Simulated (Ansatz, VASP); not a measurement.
Two plane-wave programs on Si2Ge

```xyz
6
Lattice="2.8984 0.0000 0.0000 -1.4492 2.5101 0.0000 0.0000 0.0000 13.6564" Properties=species:S:1:pos:R:3 pbc="T T T"
Si    0.0000    1.6734   10.2423
Si    0.0000    1.6734    5.6902
Si    1.4492    0.8367    3.4141
Si    1.4492    0.8367    7.9662
Ge    0.0000    1.6734    1.1380
Ge    1.4492    0.8367   12.5184
```

Alike in both runs: task single point; functional PBE; k mesh 6 × 6 × 2; occupations gaussian, width 0.1 eV; no spin polarisation.

|  | VASP | Ansatz |
| --- | --- | --- |
| version | VASP 6.6.1 | Ansatz 0.2.0 |
| potentials or method | VASP PAW PBE potentials, release 64 (Si, Ge_d), cutoff 520 eV | scalar-relativistic, plane waves, PAW |
| valence electrons in the cell | 44 | 44 |

|  | VASP | Ansatz | Ansatz less VASP |
| --- | --- | --- | --- |
| gap on the k mesh at the Fermi level (eV) | none | none | - |
| pressure (GPa) | -0.9 | -0.9 | -0.04 |
| traceless stress, the component that is largest in VASP (GPa) | -2.19 | -2.19 | +0.004 |
| rms of the force components (eV/Å) | 0.244 | 0.242 | -0.0018 |

Atom by atom the forces differ by 0.002 eV/Å (rms over components). A gap of «none» marks a metal or a gap that the smearing closes. With one functional, cell and mesh, what is left measures potentials, basis and numerics.

The k mesh is coarse, so the values compare programs but aren't converged.
